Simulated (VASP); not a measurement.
Here is a VASP 6.6.1 calculation.

The input INCAR:

```
PREC     = Accurate       # precision mode
ENCUT    = 520            # plane-wave cutoff, eV
EDIFF    = 1E-6           # SCF threshold, eV
ISMEAR   = 0              # smearing method
SIGMA    = 0.1            # smearing width, eV
LREAL    = F              # projectors in reciprocal space
LASPH    = T              # aspherical terms in the spheres
NELM     = 100            # most SCF steps
ALGO     = Normal         # electronic algorithm
ISIF     = 2              # what is computed and relaxed
LWAVE    = F              # write WAVECAR
LCHARG   = T              # write CHGCAR
GGA      = PE             # functional
LELF     = T              # ELF
LVHAR    = T            
NBANDS   = 12             # bands
```

KPOINTS

```
Automatic mesh
0
Gamma
  20 20 20
```

File POSCAR:

```
Ga
1.0
   -1.3834314000      1.3834314000      2.0626051500
    1.3834314000     -1.3834314000      2.0626051500
    1.3834314000      1.3834314000     -2.0626051500
Ga
1
Direct
    0.0000000000      0.0000000000      0.0000000000
```

Potentials or basis: VASP PAW PBE potentials, release 64 (Ga_d).

Launch:

```sh
$ cat potpaw_PBE.64/Ga_d/POTCAR > POTCAR
$ mpirun -np 1 vasp_std > vasp.out
```

Q: Predict the pressure.

A: 13.7 GPa.

Stress tensor (GPa, compression positive):
```
13.90  0.00  0.00
 0.00 13.90  0.00
 0.00  0.00 13.26
```

Caveat: the cell differs from its parent crystal (strained).
